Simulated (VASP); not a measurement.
# MnS (Fm-3m) in VASP: a series of runs

Runs on MnS. Level: PBE. Tasks: single point.

Everything below comes from runs of VASP 6.6.1. Logs are shortened: lines on timing, memory, paths and dates and some standing lists are left out, and cuts for length are marked.

**1. The cell of the first run**

The structure is cubic, space group Fm-3m (No. 225). The conventional cell has a = 5.224 Å, b = 5.224 Å, c = 5.224 Å, α = 90.00°, β = 90.00°, γ = 90.00°. Mn (site symmetry m-3m) has 6 S at 2.61 Å within 3.4 Å. Within 3.4 Å of S (site symmetry m-3m) lie 6 Mn at 2.61 Å.

**2. Single point, PBE, collinear spin, ferromagnetic start**

The input, INCAR:

```
SYSTEM = MnS
PREC = Accurate ; ENCUT = 520
EDIFF = 1E-6 ; ISMEAR = 0
SIGMA = 0.05 ; LREAL = .False.
LASPH = .True. ; NELM = 150
ALGO = Normal ; ISIF = 2
LWAVE = .False. ; LCHARG = .False.
ISPIN = 2 ; MAGMOM = 4.63 0
LORBIT = 11 ; LMAXMIX = 4
GGA = PE ; NBANDS = 20
```

The input, KPOINTS:

```
Automatic mesh
0
Gamma
  6 6 6
  0 0 0
```

The input, POSCAR:

```
MnS
1.0
    0.0000000000      2.6122498864      2.6122498864
    2.6122498864      0.0000000000      2.6122498864
    2.6122498864      2.6122498864      0.0000000000
Mn S
1 1
Direct
    0.0000000000      0.0000000000      0.0000000000
    0.5000000000      0.5000000000      0.5000000000
```

Potentials or basis: VASP PAW PBE potentials, release 64 (Mn_pv, S).

The run is started by

```sh
cat potpaw_PBE.64/Mn_pv/POTCAR potpaw_PBE.64/S/POTCAR > POTCAR
mpirun -np 1 vasp_std > vasp.out
```

OUTCAR:

```text
SYSTEM = MnS
   PREC = Accurate
   ENCUT = 520
   EDIFF = 1E-6
   ISMEAR = 0
   LREAL = .False.
   LASPH = .True.
   NELM = 150
   ISIF = 2
   ISPIN = 2
   LORBIT = 11
   GGA = PE

 ion  position               nearest neighbor table
   1  0.000  0.000  0.000-   2 2.61   2 2.61   2 2.61   2 2.61   2 2.61   2 2.61
   2  0.500  0.500  0.500-   1 2.61   1 2.61   1 2.61   1 2.61   1 2.61   1 2.61

  LATTYP: Found a face centered cubic cell.
 ALAT       =     5.2244997728

  Lattice vectors:

 A1 = (   0.0000000000,   2.6122498864,   2.6122498864)
 A2 = (   2.6122498864,   0.0000000000,   2.6122498864)
 A3 = (   2.6122498864,   2.6122498864,   0.0000000000)

Analysis of symmetry for initial positions (statically):
=====================================================================
 Subroutine PRICEL returns:
 Original cell was already a primitive cell.

 Routine SETGRP: Setting up the symmetry group for a
 face centered cubic supercell.

 Subroutine GETGRP returns: Found 48 space group operations
 (whereof 48 operations were pure point group operations)
 out of a pool of 48 trial point group operations.

The static configuration has the point symmetry O_h .

Analysis of symmetry for dynamics (positions and initial velocities):
=====================================================================
 Subroutine PRICEL returns:
 Original cell was already a primitive cell.

 Routine SETGRP: Setting up the symmetry group for a
 face centered cubic supercell.

 Subroutine GETGRP returns: Found 48 space group operations
 (whereof 48 operations were pure point group operations)
 out of a pool of 48 trial point group operations.

The dynamic configuration has the point symmetry O_h .

Analysis of structural, dynamic, and magnetic symmetry:
=====================================================================
 Subroutine PRICEL returns:
 Original cell was already a primitive cell.

 Routine SETGRP: Setting up the symmetry group for a
 face centered cubic supercell.

 Subroutine GETGRP returns: Found 48 space group operations
 (whereof 48 operations were pure point group operations)
 out of a pool of 48 trial point group operations.

The overall configuration has the point symmetry O_h .

 Subroutine INISYM returns: Found 48 space group operations
 (whereof 48 operations are pure point group operations),
 and found     1 'primitive' translations

----------------------------------------------------------------------------------------

                                     Primitive cell

  volume of cell :      35.6512

  direct lattice vectors                    reciprocal lattice vectors
     0.000000000  2.612249886  2.612249886    -0.191405884  0.191405884  0.191405884
     2.612249886  0.000000000  2.612249886     0.191405884 -0.191405884  0.191405884
     2.612249886  2.612249886  0.000000000     0.191405884  0.191405884 -0.191405884

  length of vectors
     3.694279218  3.694279218  3.694279218     0.331524717  0.331524717  0.331524717

  position of ions in fractional coordinates (direct lattice)
     0.000000000  0.000000000  0.000000000
     0.500000000  0.500000000  0.500000000

  ion indices of the primitive-cell ions
   primitive index   ion index
                 1           1
                 2           2

----------------------------------------------------------------------------------------

 KPOINTS: Automatic mesh

Automatic generation of k-mesh.
 Grid dimensions read from file:
 generate k-points for:    6    6    6

 Generating k-lattice:

  Cartesian coordinates                     Fractional coordinates (reciprocal lattice)
    -0.031900981  0.031900981  0.031900981     0.166666667  0.000000000  0.000000000
     0.031900981 -0.031900981  0.031900981     0.000000000  0.166666667  0.000000000
     0.031900981  0.031900981 -0.031900981     0.000000000  0.000000000  0.166666667

  Length of vectors
     0.055254119  0.055254119  0.055254119

  Shift w.r.t. Gamma in fractional coordinates (k-lattice)
     0.000000000  0.000000000  0.000000000

 Subroutine IBZKPT returns following result:
 ===========================================

 Found     16 irreducible k-points:

 Following reciprocal coordinates:
            Coordinates               Weight
  0.000000  0.000000  0.000000      1.000000
  0.166667  0.000000  0.000000      8.000000
  0.333333  0.000000  0.000000      8.000000
  0.500000  0.000000  0.000000      4.000000
  0.166667  0.166667  0.000000      6.000000
  0.333333  0.166667  0.000000     24.000000
[... 8 lines left out ...]
 -0.333333  0.333333  0.166667     24.000000
 -0.333333  0.500000  0.166667     12.000000
   k-points           NKPTS =     16   k-points in BZ     NKDIM =     16   number of bands    NBANDS=     20
   number of dos      NEDOS =    301   number of ions     NIONS =      2
   total plane-waves  NPLWV =  21952
   dimension x,y,z NGX =    28 NGY =   28 NGZ =   28
   dimension x,y,z NGXF=    56 NGYF=   56 NGZF=   56
   ions per type =               1   1
   NGX,Y,Z   is equivalent  to a cutoff of  12.60, 12.60, 12.60 a.u.
   NGXF,Y,Z  is equivalent  to a cutoff of  25.20, 25.20, 25.20 a.u.
 SYSTEM =  MnS
   PREC   = accura    normal or accurate (medium, high low for compatibility)
   ISTART =      0    job   : 0-new  1-cont  2-samecut
   ICHARG =      2    charge: 1-file 2-atom 10-const
   ISPIN  =      2    spin polarized calculation?
   LNONCOLLINEAR =      F non collinear calculations
   LSORBIT =      F    spin-orbit coupling
   LASPH  =      T    aspherical Exc in radial PAW
   ENCUT  =  520.0 eV  38.22 Ry    6.18 a.u.   6.87  6.87  6.87*2*pi/ulx,y,z
   NELM   =    150;   NELMIN=  2; NELMDL= -5     # of ELM steps
   EDIFF  = 0.1E-05   stopping-criterion for ELM
   LREAL  =      F    real-space projection
[... 7 lines left out ...]
   TEBEG  =    0.0;   TEEND  =   0.0 temperature during run
   PSTRESS=    0.0 pullay stress
   NELECT =      19.0000    total number of electrons
   NUPDOWN=      -1.0000    fix difference up-down
   EMIN   =  10.00;   EMAX   =-10.00  energy-range for DOS
   EFERMI =   0.00;   METHOD = LEGACY
   ISMEAR =     0;   SIGMA  =   0.05  broadening in eV -4-tet -1-fermi 0-gaus
   EFERMI_NEDOS =   21; number of points for ismear=-14 and -15
   IALGO  =     38    algorithm
   IMIX   =      4    mixing-type and parameters
     AMIX     =   0.40;   BMIX     =  1.00
     AMIX_MAG =   1.60;   BMIX_MAG =  1.00
  volume/ion in A,a.u.               =      17.83       120.29
  Fermi-wavevector in a.u.,A,eV,Ry     =   1.327297  2.508227 23.969605  1.761716
  Thomas-Fermi vector in A             =   2.456619
   LORBIT       =     11    0 simple, 1 ext, 2 COOP (PROOUT), +10 PAW based schemes
   GGA     = PE    functional components
   LHFCALC =     F    Hartree Fock is set to
   AEXX    =    0.0000 exact exchange contribution
   IVDW    =     0    specifies the selected vdW correction
   LEPSILON=     F    determine dielectric tensor
   LRPA    =     F    only Hartree local field effects (RPA)
 spin polarized calculation
 Gauss-broadening in eV      SIGMA  =   0.05
  energy-cutoff  :      520.00
  volume of cell :       35.65
 maximum number of plane-waves:       982
   NGX = 13   NGY = 13   NGZ = 13

 number of electron      18.9999987 magnetization       4.6846747

 Free energy of the ion-electron system (eV)
  ---------------------------------------------------
  ext. energy  EPLUGINS =         0.00000000
  ---------------------------------------------------
  free energy    TOTEN  =       -14.06978728 eV

  energy without entropy =      -14.06899336  energy(sigma->0) =      -14.06939032

 E-fermi :   6.5338     XC(G=0): -10.6006

 val. band max:        6.4999452834   @ k =  -0.1667   0.1667   0.0000
 cond. band min:       6.5656568696   @ k =   0.1667   0.1667   0.0000
 fundamental gap:      0.0657115863
 Fermi energy:         6.5337866711

 spin component 1

 k-point     1 :       0.0000    0.0000    0.0000
  band No.  band energies     occupation
      1     -44.1585      1.00000
      2     -44.1585      1.00000
      3     -44.1585      1.00000
      4      -7.9807      1.00000
      5       3.1712      1.00000
      6       3.1712      1.00000
[... 12 lines left out ...]
     19      18.2784      0.00000
     20      18.6214      0.00000

 k-point     2 :       0.1667    0.0000    0.0000
  band No.  band energies     occupation
      1     -44.1604      1.00000
      2     -44.1588      1.00000
      3     -44.1588      1.00000
      4      -7.7119      1.00000
      5       2.3874      1.00000
      6       2.6402      1.00000
[... 314 lines left out ...]
 k-point    16 :      -0.3333    0.5000    0.1667
  band No.  band energies     occupation
      1     -44.1645      1.00000
      2     -44.1625      1.00000
      3     -44.1615      1.00000
      4      -6.4666      1.00000
      5       0.9568      1.00000
      6       1.7252      1.00000
[... 12 lines left out ...]
     19      20.6958      0.00000
     20      22.3198      0.00000
 Fermi energy:         6.5337866711

 spin component 2

 k-point     1 :       0.0000    0.0000    0.0000
  band No.  band energies     occupation
      1     -39.6402      1.00000
      2     -39.6402      1.00000
      3     -39.6402      1.00000
      4      -7.7006      1.00000
      5       4.8786      1.00000
      6       4.8786      1.00000
[... 12 lines left out ...]
     19      19.2961      0.00000
     20      20.3158      0.00000

 k-point     2 :       0.1667    0.0000    0.0000
  band No.  band energies     occupation
      1     -39.6428      1.00000
      2     -39.6406      1.00000
      3     -39.6405      1.00000
      4      -7.4440      1.00000
      5       3.2675      1.00000
      6       4.2392      1.00000
[... 314 lines left out ...]
 k-point    16 :      -0.3333    0.5000    0.1667
  band No.  band energies     occupation
      1     -39.6483      1.00000
      2     -39.6456      1.00000
      3     -39.6443      1.00000
      4      -6.2306      1.00000
      5       1.3917      1.00000
      6       2.4178      1.00000
[... 12 lines left out ...]
     19      21.0062      0.00000
     20      23.0242      0.00000

------------------------ aborting loop because EDIFF is reached ----------------------------------------

  FORCE on cell =-STRESS in cart. coord.  units (eV):
  Direction    XX          YY          ZZ          XY          YZ          ZX
  --------------------------------------------------------------------------------------
  -------------------------------------------------------------------------------------
  Total       -0.8835137     -0.8835137     -0.8835137      0.0000000      0.0000000      0.0000000
  in kB      -39.7054129    -39.7054129    -39.7054129      0.0000000      0.0000000      0.0000000
  external PRESSURE =     -39.7054129 kB  Pullay stress =       0.0000000 kB

 VOLUME and BASIS-vectors are now :
 -----------------------------------------------------------------------------
  energy-cutoff  :      520.00
  volume of cell :       35.65
      direct lattice vectors                 reciprocal lattice vectors
     0.000000000  2.612249886  2.612249886    -0.191405884  0.191405884  0.191405884
     2.612249886  0.000000000  2.612249886     0.191405884 -0.191405884  0.191405884
     2.612249886  2.612249886  0.000000000     0.191405884  0.191405884 -0.191405884

 POSITION                                       TOTAL-FORCE (eV/Angst)
 -----------------------------------------------------------------------------------
      0.00000      0.00000      0.00000         0.000000     -0.000000     -0.000000
      2.61225      2.61225      2.61225        -0.000000      0.000000      0.000000
 -----------------------------------------------------------------------------------
    total drift:                               -0.000000      0.000000      0.000000

  FREE ENERGIE OF THE ION-ELECTRON SYSTEM (eV)
  ---------------------------------------------------
  free  energy   TOTEN  =       -14.0697872834 eV

  energy  without entropy=      -14.0689933618  energy(sigma->0) =      -14.06939032

 total charge

# of ion       s       p       d       tot
------------------------------------------
    1        0.213   6.159   4.927  11.299
    2        1.328   2.395   0.000   3.723
--------------------------------------------------
tot          1.541   8.554   4.927  15.022

 magnetization (x)

# of ion       s       p       d       tot
------------------------------------------
    1        0.050   0.038   4.157   4.245
    2        0.026   0.073   0.000   0.099
--------------------------------------------------
tot          0.076   0.111   4.157   4.344
```

It took 55 s on 1 thread of AMD EPYC 7R13, shared host; peak memory 0.15 GiB.

Results:

* Free energy: -14.0698 eV
* Pressure: -4.0 GPa
* Net moment: 4.68 μB per cell
* Site moments: Mn +4.25; S +0.10 μB
* Valence electrons inside the program's atomic spheres: Mn 11.30; S 3.72

Levels at points of the mesh, in eV from the Fermi level:
Spin up:
```tsv
k point	band 8	band 9	band 10	band 11	band 12	band 13	band 14	band 15	band 16	band 17
(0.00, 0.00, 0.00)	-3.27	-3.27	-1.86	-1.86	-1.86	1.66	8.59	8.59	8.59	10.63
(0.50, 0.00, 0.00)	-2.86	-2.86	-2.49	0.37	0.37	2.83	5.39	5.39	8.39	12.19
(0.50, 0.50, 0.00)	-3.44	-3.02	-2.73	-2.73	-2.26	0.84	5.47	10.07	11.85	11.85
```
Spin down:
| k point | band 3 | band 4 | band 5 | band 6 | band 7 | band 8 | band 9 | band 10 | band 11 | band 12 |
| --- | --- | --- | --- | --- | --- | --- | --- | --- | --- | --- |
| (0.00, 0.00, 0.00) | -46.17 | -14.23 | -1.66 | -1.66 | -1.66 | 0.32 | 0.32 | 0.32 | 0.37 | 0.37 |
| (0.50, 0.00, 0.00) | -46.18 | -12.99 | -6.31 | -3.32 | -3.32 | 1.27 | 1.27 | 1.45 | 3.14 | 3.14 |
| (0.50, 0.50, 0.00) | -46.18 | -12.83 | -5.50 | -3.15 | -3.15 | -0.76 | 0.79 | 1.51 | 1.51 | 1.61 |

Caveat: a cell with one magnetic atom can't hold antiferromagnetic order, which such compounds often take; semilocal functionals often make such compounds metallic where correlation or magnetic order opens a gap, which also shifts bond lengths.

**3. Single point, PBE, collinear spin, ferromagnetic start**

The input, INCAR:

```
SYSTEM = MnS
PREC = Accurate ; ENCUT = 520
EDIFF = 1E-7 ; ISMEAR = 0
SIGMA = 0.05 ; LREAL = .FALSE.
LASPH = .TRUE. ; NELM = 150
ALGO = Normal ; ISIF = 2
LWAVE = .FALSE. ; LCHARG = .FALSE.
ISPIN = 2 ; MAGMOM = 5 0
LORBIT = 11 ; LMAXMIX = 4
GGA = PE ; NBANDS = 20
```

The input, KPOINTS:

```
Automatic mesh
0
G
  8 8 8
  0 0 0
```

POSCAR is that of step 2.

Potentials or basis: VASP PAW PBE potentials, release 64 (Mn_pv, S).

The run is started by

```sh
cat potpaw_PBE.64/Mn_pv/POTCAR potpaw_PBE.64/S/POTCAR > POTCAR
mpirun -np 1 vasp_std > vasp.out
```

It took 93 s on 1 thread of AMD EPYC 7R13, shared host; peak memory 0.16 GiB.

It converged, with:

```
Free energy                                           : -14.0653 eV
Pressure                                              : -3.9 GPa
Net moment                                            : 4.69 μB per cell
Site moments                                          : Mn +4.25; S +0.10 μB
Valence electrons inside the program's atomic spheres : Mn 11.30; S 3.72
```

Levels at points of the mesh, in eV from the Fermi level:
Spin up:
| k point | band 8 | band 9 | band 10 | band 11 | band 12 | band 13 | band 14 | band 15 | band 16 | band 17 |
| --- | --- | --- | --- | --- | --- | --- | --- | --- | --- | --- |
| (0.00, 0.00, 0.00) | -3.33 | -3.33 | -1.93 | -1.93 | -1.93 | 1.58 | 8.52 | 8.52 | 8.52 | 10.55 |
| (0.50, 0.00, 0.00) | -2.92 | -2.92 | -2.55 | 0.30 | 0.30 | 2.76 | 5.31 | 5.31 | 8.31 | 12.11 |
| (0.50, 0.50, 0.00) | -3.51 | -3.09 | -2.79 | -2.79 | -2.33 | 0.77 | 5.40 | 10.00 | 11.78 | 11.78 |
Spin down:
```csv
k point,band 4,band 5,band 6,band 7,band 8,band 9,band 10,band 11
"(0.00, 0.00, 0.00)",-14.31,-1.73,-1.73,-1.73,0.26,0.26,0.26,0.31
"(0.50, 0.00, 0.00)",-13.06,-6.38,-3.39,-3.39,1.21,1.21,1.39,3.07
"(0.50, 0.50, 0.00)",-12.90,-5.58,-3.22,-3.22,-0.83,0.73,1.45,1.45
```

Caveat: a cell with one magnetic atom can't hold antiferromagnetic order, which such compounds often take; semilocal functionals often make such compounds metallic where correlation or magnetic order opens a gap, which also shifts bond lengths.
